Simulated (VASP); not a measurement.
# MgO (Fm-3m) in VASP: further runs

Runs on MgO. Level: r2SCAN. Tasks: single point.

Everything below comes from runs of VASP 6.6.1. Logs are shortened: lines on timing, memory, paths and dates and some standing lists are left out, and cuts for length are marked.

**Experimental background.**

From “Electronic structure of alkaline earth and post-transition metal oxides”, 2009, arxiv:0908.1581, for a bulk crystal of MgO: band gap 7.83 eV.

How close the calculation comes is told below.

## Step 1: The cell of the first run

It takes space group Fm-3m (No. 225, cubic). Conventional cell: a = 4.119 Å, b = 4.119 Å, c = 4.119 Å, α = 90.00°, β = 90.00°, γ = 90.00°. Within 2.7 Å of Mg (site symmetry m-3m) lie 6 O at 2.06 Å. Within 2.7 Å of O (site symmetry m-3m) lie 6 Mg at 2.06 Å.

## Step 2: Single point, r2SCAN (8.73 Å³/atom)

POSCAR reads:

```
MgO
1.0
    0.0000000000      2.0592549464      2.0592549464
    2.0592549464      0.0000000000      2.0592549464
    2.0592549464      2.0592549464      0.0000000000
Mg O
1 1
Direct
    0.0000000000      0.0000000000      0.0000000000
    0.5000000000      0.5000000000      0.5000000000
```

INCAR.step1 reads:

```
SYSTEM = MgO
PREC = Accurate ; ENCUT = 750
ISMEAR = 0 ; SIGMA = 0.02
LREAL = .False. ; LASPH = .True.
NELM = 120 ; NBANDS = 15
GGA = PE ; ALGO = Normal
EDIFF = 1E-5 ; LWAVE = .True.
LCHARG = .False. ; GGA_COMPAT = .False.
```

INCAR.step2 reads:

```
SYSTEM = MgO
PREC = Accurate ; ENCUT = 750
EDIFF = 1E-6 ; ISMEAR = 0
SIGMA = 0.02 ; LREAL = .False.
LASPH = .True. ; NELM = 120
ALGO = Normal ; ISIF = 2
LWAVE = .False. ; LCHARG = .False.
METAGGA = R2SCAN ; LMIXTAU = .True.
NBANDS = 15 ; ISTART = 1
GGA_COMPAT = .False.
```

KPOINTS reads:

```
regular mesh
0
Gamma
  10 10 10
  0 0 0
```

Potentials or basis: VASP PAW PBE potentials, release 64 (Mg_sv, O).

Command:

```bash
$ cat potpaw_PBE.64/Mg_sv/POTCAR potpaw_PBE.64/O/POTCAR > POTCAR
$ cp INCAR.step1 INCAR
$ mpirun -np 1 vasp_std > vasp.out
$ cp INCAR.step2 INCAR
$ mpirun -np 1 vasp_std > vasp.out
```

OUTCAR:

```text
SYSTEM = MgO
   PREC = Accurate
   ENCUT = 750
   EDIFF = 1E-6
   ISMEAR = 0
   LREAL = .False.
   LASPH = .True.
   NELM = 120
   ISIF = 2
   METAGGA = R2SCAN
   ISTART = 1

 ion  position               nearest neighbor table
   1  0.000  0.000  0.000-   2 2.06   2 2.06   2 2.06   2 2.06   2 2.06   2 2.06
   2  0.500  0.500  0.500-   1 2.06   1 2.06   1 2.06   1 2.06   1 2.06   1 2.06

  LATTYP: Found a face centered cubic cell.
 ALAT       =     4.1185098928

  Lattice vectors:

 A1 = (   0.0000000000,   2.0592549464,   2.0592549464)
 A2 = (   2.0592549464,   0.0000000000,   2.0592549464)
 A3 = (   2.0592549464,   2.0592549464,   0.0000000000)

Analysis of symmetry for initial positions (statically):
=====================================================================
 Subroutine PRICEL returns:
 Original cell was already a primitive cell.

 Routine SETGRP: Setting up the symmetry group for a
 face centered cubic supercell.

 Subroutine GETGRP returns: Found 48 space group operations
 (whereof 48 operations were pure point group operations)
 out of a pool of 48 trial point group operations.

The static configuration has the point symmetry O_h .

Analysis of symmetry for dynamics (positions and initial velocities):
=====================================================================
 Subroutine PRICEL returns:
 Original cell was already a primitive cell.

 Routine SETGRP: Setting up the symmetry group for a
 face centered cubic supercell.

 Subroutine GETGRP returns: Found 48 space group operations
 (whereof 48 operations were pure point group operations)
 out of a pool of 48 trial point group operations.

The dynamic configuration has the point symmetry O_h .

 Subroutine INISYM returns: Found 48 space group operations
 (whereof 48 operations are pure point group operations),
 and found     1 'primitive' translations

----------------------------------------------------------------------------------------

                                     Primitive cell

  volume of cell :      17.4647

  direct lattice vectors                    reciprocal lattice vectors
     0.000000000  2.059254946  2.059254946    -0.242806264  0.242806264  0.242806264
     2.059254946  0.000000000  2.059254946     0.242806264 -0.242806264  0.242806264
     2.059254946  2.059254946  0.000000000     0.242806264  0.242806264 -0.242806264

  length of vectors
     2.912226274  2.912226274  2.912226274     0.420552786  0.420552786  0.420552786

  position of ions in fractional coordinates (direct lattice)
[... 90 lines left out ...]
   NELECT =      16.0000    total number of electrons
   NUPDOWN=      -1.0000    fix difference up-down
   EMIN   =  10.00;   EMAX   =-10.00  energy-range for DOS
   EFERMI =   0.00;   METHOD = LEGACY
   ISMEAR =     0;   SIGMA  =   0.02  broadening in eV -4-tet -1-fermi 0-gaus
   EFERMI_NEDOS =   21; number of points for ismear=-14 and -15
   IALGO  =     38    algorithm
   IMIX   =      4    mixing-type and parameters
     AMIX     =   0.40;   BMIX     =  1.00
     AMIX_MAG =   1.60;   BMIX_MAG =  1.00
  volume/ion in A,a.u.               =       8.73        58.93
  Fermi-wavevector in a.u.,A,eV,Ry     =   1.589991  3.004648 34.396506  2.528072
  Thomas-Fermi vector in A             =   2.688755
   LORBIT       =      0    0 simple, 1 ext, 2 COOP (PROOUT), +10 PAW based schemes
   METAGGA = R2SCAN    functional components
   LHFCALC =     F    Hartree Fock is set to
   AEXX    =    0.0000 exact exchange contribution
   IVDW    =     0    specifies the selected vdW correction
   LEPSILON=     F    determine dielectric tensor
   LRPA    =     F    only Hartree local field effects (RPA)
 non-spin polarized calculation
 Gauss-broadening in eV      SIGMA  =   0.02
  energy-cutoff  :      750.00
  volume of cell :       17.46
 maximum number of plane-waves:       869
 NGX is ok and might be reduce to    28
   NGX = 13   NGY = 13   NGZ = 13

 number of electron      16.0000005 magnetization

 Free energy of the ion-electron system (eV)
  ---------------------------------------------------
  ext. energy  EPLUGINS =         0.00000000
  ---------------------------------------------------
  free energy    TOTEN  =       -16.11827104 eV

  energy without entropy =      -16.11827104  energy(sigma->0) =      -16.11827104

 E-fermi :   3.0984     XC(G=0): -12.4182

 val. band max:        2.9982744986   @ k =   0.0000   0.0000   0.0000
 cond. band min:       9.3570746819   @ k =   0.0000   0.0000   0.0000
 fundamental gap:      6.3588001833
 Fermi energy:         3.0984447711

 k-point     1 :       0.0000    0.0000    0.0000
  band No.  band energies     occupation
      1     -71.7318      2.00000
      2     -36.8172      2.00000
      3     -36.8172      2.00000
      4     -36.8172      2.00000
      5     -15.5437      2.00000
      6       2.9983      2.00000
      7       2.9983      2.00000
      8       2.9983      2.00000
      9       9.3571      0.00000
     10      20.2578      0.00000
     11      20.2578      0.00000
     12      20.2578      0.00000
     13      24.5666      0.00000
     14      26.4649      0.00000
[... 401 lines left out ...]
      2     -36.8939      2.00000
      3     -36.8473      2.00000
      4     -36.8442      2.00000
      5     -14.1772      2.00000
      6      -0.7902      2.00000
      7       1.5875      2.00000
      8       1.8171      2.00000
      9      14.0925      0.00000
     10      14.6424      0.00000
     11      18.6138      0.00000
     12      23.4801      0.00000
     13      23.7157      0.00000
     14      30.2160      0.00000
     15      33.0024      0.00000

 [... further k-points ...]

------------------------ aborting loop because EDIFF is reached ----------------------------------------

  FORCE on cell =-STRESS in cart. coord.  units (eV):
  Direction    XX          YY          ZZ          XY          YZ          ZX
  --------------------------------------------------------------------------------------
  -------------------------------------------------------------------------------------
  Total        1.2353874      1.2353874      1.2353874     -0.0000000      0.0000000      0.0000000
  in kB      113.3322170    113.3322170    113.3322170     -0.0000000      0.0000000      0.0000000
  external PRESSURE =     113.3322170 kB  Pullay stress =       0.0000000 kB

 VOLUME and BASIS-vectors are now :
 -----------------------------------------------------------------------------
  energy-cutoff  :      750.00
  volume of cell :       17.46
      direct lattice vectors                 reciprocal lattice vectors
     0.000000000  2.059254946  2.059254946    -0.242806264  0.242806264  0.242806264
     2.059254946  0.000000000  2.059254946     0.242806264 -0.242806264  0.242806264
     2.059254946  2.059254946  0.000000000     0.242806264  0.242806264 -0.242806264

 POSITION                                       TOTAL-FORCE (eV/Angst)
 -----------------------------------------------------------------------------------
      0.00000      0.00000      0.00000        -0.000000     -0.000000     -0.000000
      2.05925      2.05925      2.05925         0.000000      0.000000      0.000000
 -----------------------------------------------------------------------------------
    total drift:                                0.000000      0.000000      0.000000

  FREE ENERGIE OF THE ION-ELECTRON SYSTEM (eV)
  ---------------------------------------------------
  free  energy   TOTEN  =       -16.1182710390 eV

  energy  without entropy=      -16.1182710390  energy(sigma->0) =      -16.11827104
```

It took 94 s on 1 thread of Intel Xeon Platinum 8259CL at 2.50GHz (Skylake/Cascade Lake), shared host; peak memory 0.17 GiB.

What came out:

* Free energy: -16.1183 eV
* Pressure: 11.3 GPa
* Band gap on the k mesh: 6.36 eV

Levels at points of the mesh, in eV from the valence-band top:
```
           k point  band 4  band 5  band 6  band 7  band 8  band 9  band 10  band 11  band 12  band 13
(0.00, 0.00, 0.00)  -39.82  -18.54    0.00    0.00    0.00    6.36    17.26    17.26    17.26    21.57
(0.50, 0.00, 0.00)  -39.83  -17.08   -4.91   -0.75   -0.75    9.29    14.66    18.23    18.23    23.61
(0.50, 0.50, 0.00)  -39.85  -16.86   -4.35   -1.46   -1.46   10.13    11.94    15.09    21.56    21.56
```

Caveat: the cell stands under pressure; the PAW data sets were made with another functional, which shifts forces and pressure a little. r2SCAN opens gaps a little over a GGA but as a rule still falls short of measured ones.

## Step 3: Single point, r2SCAN (9.57 Å³/atom)

This run uses another cell than the first one, of 9.57 Å³/atom.

POSCAR reads:

```
MgO
1.0
    0.0000000000      2.1229832853      2.1229832853
    2.1229832853      0.0000000000      2.1229832853
    2.1229832853      2.1229832853      0.0000000000
Mg O
1 1
Direct
    0.0000000000      0.0000000000      0.0000000000
    0.5000000000      0.5000000000      0.5000000000
```

INCAR.step1 reads:

```
SYSTEM = MgO
ALGO = Normal ; EDIFF = 1E-5
ENCUT = 750 ; GGA = PE
GGA_COMPAT = .False. ; ISMEAR = 0
LASPH = .True. ; LCHARG = .False.
LREAL = .False. ; LWAVE = .True.
NBANDS = 15 ; NELM = 120
PREC = Accurate ; SIGMA = 0.02
```

INCAR.step2 reads:

```
SYSTEM = MgO
ALGO = Normal ; EDIFF = 1E-6
ENCUT = 750 ; GGA_COMPAT = .False.
ISIF = 2 ; ISMEAR = 0
ISTART = 1 ; LASPH = .True.
LCHARG = .False. ; LMIXTAU = .True.
LREAL = .False. ; LWAVE = .False.
METAGGA = R2SCAN ; NBANDS = 15
NELM = 120 ; PREC = Accurate
SIGMA = 0.02
```

KPOINTS reads:

```
k-points
0
Gamma
  10 10 10
  0 0 0
```

Potentials or basis: VASP PAW PBE potentials, release 64 (Mg_sv, O).

Command:

```bash
$ cat potpaw_PBE.64/Mg_sv/POTCAR potpaw_PBE.64/O/POTCAR > POTCAR
$ cp INCAR.step1 INCAR
$ mpirun -np 1 vasp_std > vasp.out
$ cp INCAR.step2 INCAR
$ mpirun -np 1 vasp_std > vasp.out
```

Run time: 71 s. Hardware: 1 thread of Intel Xeon Platinum 8488C (Sapphire Rapids), shared host; peak memory 0.17 GiB.

The run converged. Its results:

| Property | Result |
| --- | --- |
| Free energy | -16.1582 eV |
| Pressure | -4.6 GPa |
| Band gap on the k mesh | 5.41 eV |

Levels at points of the mesh, in eV from the valence-band top:
| k point | band 4 | band 5 | band 6 | band 7 | band 8 | band 9 | band 10 | band 11 | band 12 | band 13 |
| --- | --- | --- | --- | --- | --- | --- | --- | --- | --- | --- |
| (0.00, 0.00, 0.00) | -40.16 | -18.07 | 0.00 | 0.00 | 0.00 | 5.41 | 16.72 | 16.72 | 16.72 | 20.75 |
| (0.50, 0.00, 0.00) | -40.16 | -16.85 | -4.49 | -0.65 | -0.65 | 8.67 | 13.56 | 17.26 | 17.26 | 22.14 |
| (0.50, 0.50, 0.00) | -40.18 | -16.65 | -3.98 | -1.33 | -1.33 | 10.01 | 10.90 | 14.05 | 20.08 | 20.08 |

Caveat: the cell stands under tension; the PAW data sets were made with another functional, which shifts forces and pressure a little. r2SCAN opens gaps a little over a GGA but as a rule still falls short of measured ones.

## Step 4: Single point, r2SCAN

This run uses another cell than the first one, of 9.29 Å³/atom.

POSCAR reads:

```
MgO
1.0
    0.0000000000      2.1021767760      2.1021767760
    2.1021767760      0.0000000000      2.1021767760
    2.1021767760      2.1021767760      0.0000000000
Mg O
1 1
Direct
    0.0000000000      0.0000000000      0.0000000000
    0.5000000000      0.5000000000      0.5000000000
```

INCAR.step1 reads:

```
SYSTEM = MgO
PREC = Accurate
ENCUT = 750
ISMEAR = 0
SIGMA = 0.02
LREAL = .False.
LASPH = .True.
NELM = 120
NBANDS = 15
GGA = PE
ALGO = Normal
EDIFF = 1E-5
LWAVE = .True.
LCHARG = .False.
GGA_COMPAT = .False.
```

INCAR.step2 reads:

```
SYSTEM = MgO
PREC = Accurate
ENCUT = 750
EDIFF = 1E-6
ISMEAR = 0
SIGMA = 0.02
LREAL = .False.
LASPH = .True.
NELM = 120
ALGO = Normal
ISIF = 2
LWAVE = .False.
LCHARG = .False.
METAGGA = R2SCAN
LMIXTAU = .True.
NBANDS = 15
ISTART = 1
GGA_COMPAT = .False.
```

KPOINTS reads:

```
regular mesh
0
Gamma
  10 10 10
  0 0 0
```

Command:

```bash
$ cat potpaw_PBE.64/Mg_sv/POTCAR potpaw_PBE.64/O/POTCAR > POTCAR
$ cp INCAR.step1 INCAR
$ mpirun -np 1 vasp_std > vasp.out
$ cp INCAR.step2 INCAR
$ mpirun -np 1 vasp_std > vasp.out
```

Wall time 54 s (1 thread of Intel Xeon Platinum 8559C (Emerald Rapids), shared host); peak memory 0.16 GiB.

The run converged. Its results:

- Free energy: -16.1628 eV
- Pressure: 0.0 GPa
- Band gap on the k mesh: 5.70 eV

Levels at points of the mesh, in eV from the valence-band top:
```
           k point  band 5  band 6  band 7  band 8  band 9  band 10  band 11  band 12
(0.00, 0.00, 0.00)  -18.21    0.00    0.00    0.00    5.70    16.89    16.89    16.89
(0.50, 0.00, 0.00)  -16.92   -4.62   -0.68   -0.68    8.87    13.91    17.57    17.57
(0.50, 0.50, 0.00)  -16.71   -4.09   -1.37   -1.37   10.05    11.22    14.38    20.55
```

Caveat: the PAW data sets were made with another functional, which shifts forces and pressure a little.

## Step 5: Single point, r2SCAN (9.85 Å³/atom)

This run uses another cell than the first one, of 9.85 Å³/atom.

POSCAR reads:

```
MgO
1.0
    0.0000000000      2.1433978385      2.1433978385
    2.1433978385      0.0000000000      2.1433978385
    2.1433978385      2.1433978385      0.0000000000
Mg O
1 1
Direct
    0.0000000000      0.0000000000      0.0000000000
    0.5000000000      0.5000000000      0.5000000000
```

INCAR.step1 reads:

```
SYSTEM = MgO
  ALGO = Normal
  EDIFF = 1E-5
  ENCUT = 750
  GGA = PE
  GGA_COMPAT = .FALSE.
  ISMEAR = 0
  LASPH = .TRUE.
  LCHARG = .FALSE.
  LREAL = .FALSE.
  LWAVE = .TRUE.
  NBANDS = 15
  NELM = 120
  PREC = Accurate
  SIGMA = 0.02
```

INCAR.step2 reads:

```
SYSTEM = MgO
  ALGO = Normal
  EDIFF = 1E-6
  ENCUT = 750
  GGA_COMPAT = .FALSE.
  ISIF = 2
  ISMEAR = 0
  ISTART = 1
  LASPH = .TRUE.
  LCHARG = .TRUE.
  LELF = .TRUE.
  LMIXTAU = .TRUE.
  LREAL = .FALSE.
  LVHAR = .TRUE.
  LWAVE = .FALSE.
  METAGGA = R2SCAN
  NBANDS = 15
  NELM = 120
  PREC = Accurate
  SIGMA = 0.02
```

KPOINTS reads:

```
k-points
0
G
  10 10 10
  0 0 0
```

Command:

```bash
$ cat potpaw_PBE.64/Mg_sv/POTCAR potpaw_PBE.64/O/POTCAR > POTCAR
$ cp INCAR.step1 INCAR
$ mpirun -np 1 vasp_std > vasp.out
$ cp INCAR.step2 INCAR
$ mpirun -np 1 vasp_std > vasp.out
```

Run time: 54 s. Hardware: 1 thread of Intel Xeon 6975P-C (Granite Rapids), shared host; peak memory 0.17 GiB.

Results (log left out):

* Free energy: -16.1383 eV
* Pressure: -8.6 GPa
* Band gap on the k mesh: 5.13 eV

Levels at points of the mesh, in eV from the valence-band top:
| k point | band 4 | band 5 | band 6 | band 7 | band 8 | band 9 | band 10 | band 11 | band 12 | band 13 |
| --- | --- | --- | --- | --- | --- | --- | --- | --- | --- | --- |
| (0.00, 0.00, 0.00) | -40.27 | -17.93 | 0.00 | 0.00 | 0.00 | 5.13 | 16.55 | 16.55 | 16.55 | 20.50 |
| (0.50, 0.00, 0.00) | -40.28 | -16.79 | -4.37 | -0.62 | -0.62 | 8.48 | 13.23 | 16.96 | 16.96 | 21.70 |
| (0.50, 0.50, 0.00) | -40.29 | -16.59 | -3.86 | -1.29 | -1.29 | 9.96 | 10.59 | 13.73 | 19.64 | 19.64 |

Caveat: the cell stands under tension; the PAW data sets were made with another functional, which shifts forces and pressure a little.

## Step 6: Summary

| cell | gap on the mesh (eV) | pressure (GPa) |
| --- | --- | --- |
| a = 2.912 Å, angles 60.0°, 2 atoms | 6.36 | 11.3 |
| a = 3.002 Å, angles 60.0°, 2 atoms | 5.41 | -4.6 |
| a = 2.973 Å, angles 60.0°, 2 atoms | 5.70 | 0.0 |
| a = 3.031 Å, angles 60.0°, 2 atoms | 5.13 | -8.6 |

Alike in all rows: task single point; level r2SCAN; potentials or basis VASP PAW PBE potentials, release 64 (Mg_sv, O); no spin polarisation; k mesh 10 × 10 × 10; cutoff (eV) 750; smearing gaussian 0.02 eV.

Caveats: the PAW data sets were made with another functional, which shifts forces and pressure a little; the cell stands under tension (at least some runs); the cell stands under pressure (at least some runs).

Absolute energies hang on the potentials; compare differences alone.

## Step 7: How close it comes

Step 4. Measured gap of MgO: 7.83 eV (quoted in “Electronic structure of alkaline earth and post-transition metal oxides”, 2009, arxiv:0908.1581). This calculation gives 5.70 eV (-2.13 eV). The value is that of r2SCAN, without temperature or zero-point motion.
